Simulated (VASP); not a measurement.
**GaN: single point with PBE**

Crystal: GaN.

```xyz
8
Lattice="-3.2185 0.0000 0.0000 0.0000 0.0000 -5.2434 0.0000 -5.5747 0.0000" Properties=species:S:1:pos:R:3 pbc="T T T"
Ga   -1.6093   -0.9441   -0.0103
Ga    0.0000   -3.7015    0.0012
Ga    0.0000   -1.8732   -2.6205
Ga   -1.6093   -4.6306   -2.6319
N    -1.6093   -0.9316   -3.2701
N     0.0000   -3.7139   -3.2751
N     0.0000   -1.8608   -0.6534
N    -1.6093   -4.6430   -0.6484
```

This cell differs from its parent crystal: mode 11 frozen in at -0.016 Å and mode 13 at +0.000 Å (largest displacements).

```
Program             : VASP 6.6.1
Task                : single point
Functional          : PBE
Potentials or basis : VASP PAW PBE potentials, release 64 (Ga_d, N)
Cutoff              : 520 eV
k mesh              : 8 × 6 × 6
Occupations         : gaussian, width 0.05 eV
Spin                : no spin polarisation
```

The pressure is 0.1 GPa and the largest force is 0.375 eV/Å. The band gap on the k mesh is 1.71 eV.

Forces in eV/Å, atoms in the order of the input:
```
Ga   0.000  0.344  0.134
Ga   0.000 -0.351 -0.132
Ga   0.000  0.351 -0.132
Ga   0.000 -0.344  0.134
N    0.000  0.005 -0.013
N    0.000 -0.015  0.011
N    0.000  0.015  0.011
N    0.000 -0.005 -0.013
```

Levels at points of the mesh, in eV from the valence-band top:
```csv
k point,band 32,band 33,band 34,band 35,band 36,band 37,band 38,band 39,band 40,band 41
"(0.00, 0.00, 0.00)",-1.00,-0.89,-0.04,0.00,0.00,1.71,4.06,4.98,5.37,5.97
"(0.50, 0.00, 0.00)",-3.80,-2.03,-2.01,-1.90,-1.78,5.66,5.84,6.38,6.44,7.57
"(0.00, 0.50, 0.00)",-1.83,-0.51,-0.51,-0.51,-0.51,4.05,4.05,4.31,4.31,7.57
"(0.50, 0.50, 0.00)",-3.25,-1.64,-1.64,-1.52,-1.52,5.66,5.66,5.76,5.76,7.76
"(0.00, 0.00, 0.50)",-1.87,-0.71,-0.66,-0.51,-0.44,4.07,4.14,5.74,5.77,7.23
"(0.50, 0.00, 0.50)",-2.60,-2.15,-2.08,-0.99,-0.94,4.90,5.06,5.33,5.40,5.90
"(0.00, 0.50, 0.50)",-1.95,-1.34,-1.34,-1.15,-1.15,5.04,5.04,5.15,5.15,7.42
"(0.50, 0.50, 0.50)",-1.86,-1.85,-1.85,-1.76,-1.76,4.23,4.23,4.38,4.38,7.52
```

Run time: 8 min on 1 thread of Oxide Virtual Turin-like Processor (shared host), peak memory 0.33 GiB.

Caveat: the cell differs from its parent crystal (mode 11 frozen in at -0.016 Å and mode 13 at +0.000 Å (largest displacements)).
